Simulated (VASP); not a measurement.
**Os: relaxation of cell and atoms with PBE**

Crystal: Os.

```
Os
1.0
    -1.54591    1.54591    1.54591
     1.54591   -1.54591    1.54591
     1.54591    1.54591   -1.54591
Os
1
Cartesian
  0.0000 0.0000 0.0000
```

This isn't the form of Os at room conditions, which is hcp.

- Program: VASP 6.6.1
- Task: relaxation of cell and atoms
- Functional: PBE
- Potentials or basis: VASP PAW PBE potentials, release 64 (Os)
- Cutoff: 600 eV
- k mesh: 19 × 19 × 19
- Occupations: fermi-dirac, width 0.05 eV
- Spin: no spin polarisation
- Dipole correction: no
- Further INCAR settings: ALGO = Normal; EDIFF = 1e-07; IBRION = 2; EDIFFG = -0.005; NSW = 45; ISIF = 3

```yaml
Relaxed_volume: 14.78 Å³/atom
Relaxed_cell: a = 2.678 Å, b = 2.678 Å, c = 2.678 Å, α = 109.47°, β = 109.47°, γ = 109.47°
Space_group_after_relaxing_to_0.1_Å: Im-3m (No. 229)
Energy_gained_by_relaxing: 0.0 meV/atom
Ionic_steps: 3
Pressure_after_relaxing: 0.0 GPa
Band_gap_on_the_k_mesh: zero (bands 4 and 5 overlap by 4.40 eV)
```

Final structure:
```
CELL_PARAMETERS angstrom
-1.54615 1.54615 1.54615
1.54615 -1.54615 1.54615
1.54615 1.54615 -1.54615
ATOMIC_POSITIONS crystal
Os 0.00000 0.00000 0.00000
```

Levels at points of the mesh, in eV from the Fermi level:
```
           k point  band 1  band 2  band 3  band 4  band 5  band 6  band 7  band 8
(0.00, 0.00, 0.00)  -10.74   -3.28   -3.28   -3.28   -0.09   -0.09   16.18   16.18
```

It took 20 s on 1 thread of Intel(R) Xeon(R) 6975P-C (Granite Rapids) (shared host), peak memory 0.17 GiB.

Caveat: spin-orbit coupling is left out, which moves the levels of the heavy elements.
